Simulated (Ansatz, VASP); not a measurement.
# Two plane-wave programs on GaAs

```
As Ga
1.0
     0.00000    2.82685    2.82685
     2.82685    0.00000    2.82685
     2.82685    2.82685    0.00000
As Ga
1 1
Direct
  0.75000 0.75000 0.75000
  0.00000 0.00000 0.00000
```

Alike in both runs: task relaxation of cell and atoms; functional PBE; k mesh 8 × 8 × 8; occupations fermi-dirac, width 0.05 eV; no spin polarisation.

|  | VASP | Ansatz |
| --- | --- | --- |
| version | VASP 6.6.1 | Ansatz 0.2.0 |
| potentials or method | VASP PAW PBE potentials, release 64 (As, Ga_d) | Ansatz PAW |
| plane-wave cutoff (eV) | 600 | 420 |
| valence electrons in the cell | 18 | 28 |

|  | VASP | Ansatz | Ansatz less VASP |
| --- | --- | --- | --- |
| gap on the k mesh at the Fermi level, each at its own relaxed structure (eV) | 0.14 | 0.16 | +0.016 |
| relaxed volume (Å³/atom) | 23.77 | 23.71 | -0.060 |
| relaxed cell length with the largest relative difference (Å) | 4.066 | 4.063 | -0.0034 |

VASP's potentials hold 18 valence electrons a cell and Ansatz's 28, so a difference there can come from the potentials and not from the codes.

Noted on Ansatz's run: the plane-wave basis is chosen anew once the cell has moved, so the energies of steps on either side of that aren't comparable.
